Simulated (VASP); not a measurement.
Input of a VASP 6.6.1 run:

The input INCAR:

```
SYSTEM = Li2RhN2
ALGO = Normal ; EDIFF = 1E-6
ENCUT = 520 ; GGA = PE
ISIF = 2 ; ISMEAR = -1
LASPH = .True. ; LCHARG = .True.
LELF = .True. ; LREAL = .False.
LVHAR = .True. ; LWAVE = .False.
NBANDS = 24 ; NELM = 100
PREC = Accurate ; SIGMA = 0.05
```

KPOINTS

```
k-points
0
Gamma
  10 10 5
  0 0 0
```

File POSCAR:

```
Li2RhN2
1.0
    3.2214626416      0.0000000000      0.0000000000
   -1.6107313208      2.7898684850      0.0000000000
    0.0000000000      0.0000000000      5.0759660458
Rh N Li
1 2 2
Direct
    0.0128070000      0.0109850000     -0.0116930000
    0.3451150000      0.6882240000      0.2083290000
    0.6982230000      0.3555770000      0.7964200000
    0.3383490000      0.6651990000      0.6450190000
    0.6595890000      0.3430480000      0.3623870000
```

Potentials or basis: VASP PAW PBE potentials, release 64 (Rh_pv, N, Li_sv).

Command:

```sh
$ cat potpaw_PBE.64/Rh_pv/POTCAR potpaw_PBE.64/N/POTCAR potpaw_PBE.64/Li_sv/POTCAR > POTCAR
$ mpirun -np 1 vasp_std > vasp.out
```

Task: Predict the largest force.

Result: 1.019 eV/Å.

Task: Predict the band gap on the k mesh.

Result: Zero (an odd number of electrons rules out a gap without spin polarisation).

Forces in eV/Å, atoms in the order of the input:
```
Rh   0.175  0.381  0.928
N    0.031 -0.279 -0.006
N   -0.546 -0.451 -0.427
Li   0.124  0.271 -0.053
Li   0.216  0.078 -0.443
```

Caveat: the cell differs from its parent crystal (atoms moved at random); forces of over 1 eV/Å act on the atoms, so gaps and moduli don't describe the material at rest.
